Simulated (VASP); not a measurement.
ZnS: single point with PBE

Crystal: ZnS.

```
CELL_PARAMETERS angstrom
0.11858 2.70571 2.70571
2.70571 0.11858 2.70571
2.70571 2.70571 0.11858
ATOMIC_POSITIONS crystal
Zn 0.00427 0.00427 0.00427
S 0.24573 0.24573 0.24573
```

This cell differs from its parent crystal: epitaxial 111 strain -4.0%.

* Program: VASP 6.6.1
* Task: single point
* Functional: PBE
* Potentials or basis: VASP PAW PBE potentials, release 64 (Zn, S)
* Cutoff: 520 eV
* k mesh: 8 × 8 × 8
* Occupations: fermi-dirac, width 0.02 eV
* Spin: no spin polarisation
* Dipole correction: no
* Further INCAR settings: ALGO = Normal; EDIFF = 1e-06; NBANDS = 16

| Item | Value |
| --- | --- |
| Pressure | 7.2 GPa |
| Largest force | 0.023 eV/Å |
| Band gap on the k mesh | 2.13 eV, direct |

Forces on the atoms (eV/Å):
```
Zn   0.013  0.013  0.013
S   -0.013 -0.013 -0.013
```

Stress tensor (GPa, compression positive):
```
 7.21 -2.26 -2.26
-2.26  7.21 -2.26
-2.26 -2.26  7.21
```

Levels at points of the mesh, in eV from the valence-band top:
| k point | band 5 | band 6 | band 7 | band 8 | band 9 | band 10 | band 11 | band 12 | band 13 | band 14 |
| --- | --- | --- | --- | --- | --- | --- | --- | --- | --- | --- |
| (0.00, 0.00, 0.00) | -6.18 | -6.18 | -0.45 | 0.00 | 0.00 | 2.13 | 5.76 | 6.54 | 6.54 | 11.71 |
| (0.50, 0.00, 0.00) | -6.13 | -5.94 | -5.76 | -1.36 | -0.98 | 3.08 | 6.55 | 6.71 | 8.91 | 12.31 |
| (0.50, 0.50, 0.00) | -6.09 | -5.96 | -4.94 | -2.82 | -2.33 | 2.94 | 4.07 | 10.98 | 12.10 | 12.53 |
| (0.50, 0.50, 0.50) | -6.16 | -6.15 | -5.93 | -0.85 | -0.85 | 3.86 | 7.17 | 7.17 | 8.76 | 12.45 |

It took 22 s on 1 thread of AMD EPYC 9R45 96-Core Processor (Zen 5), on a shared host, peak memory 0.14 GiB.

Caveat: the cell differs from its parent crystal (epitaxial 111 strain -4.0%).
